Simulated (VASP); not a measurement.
A run of VASP 6.6.1 is set up as follows.

INCAR

```
SYSTEM = CoSi
PREC = Accurate
ENCUT = 520
EDIFF = 1E-6
ISMEAR = 0
SIGMA = 0.15
LREAL = .FALSE.
LASPH = .TRUE.
NELM = 100
ALGO = Normal
ISIF = 2
LWAVE = .FALSE.
LCHARG = .FALSE.
GGA = PE
NBANDS = 36
```

Contents of KPOINTS:

```
Automatic mesh
0
G
  8 8 8
  0 0 0
```

Contents of POSCAR:

```
CoSi
1.0
    4.4308490736      0.0000000000      0.0000000000
    0.0000000000      4.4308490736      0.0000000000
    0.0000000000      0.0000000000      4.4308490736
Co Si
4 4
Direct
    0.1331852205      0.1418899144      0.1483861473
    0.4378169278      0.8768840704      0.6214482643
    0.6331852205      0.3518520906      0.8583483235
    0.8431473967      0.6418899144      0.3583483235
    0.8313260190      0.8400307129      0.8465269458
    0.6450065982      0.1537112921      0.3465269458
    0.3313260190      0.6537112921      0.1602075250
    0.1450065982      0.3400307129      0.6602075250
```

Potentials or basis: VASP PAW PBE potentials, release 64 (Co, Si).

The run is started by

```bash
$ cat potpaw_PBE.64/Co/POTCAR potpaw_PBE.64/Si/POTCAR > POTCAR
$ mpirun -np 1 vasp_std > vasp.out
```

(1) Estimate the band gap on the k mesh.

(2) Estimate the largest force.

(3) What does it give for the pressure?

## Answers

(1) zero (bands 26 and 27 overlap by 0.27 eV).

(2) 7.579 eV/Å.

(3) 9.9 GPa.

Caveat: the cell differs from its parent crystal (atom 2 moved 0.45 Å); the cell stands under pressure; the run has no spin polarisation, though such a crystal can be magnetic; forces of over 1 eV/Å act on the atoms, so gaps and moduli don't describe the material at rest.
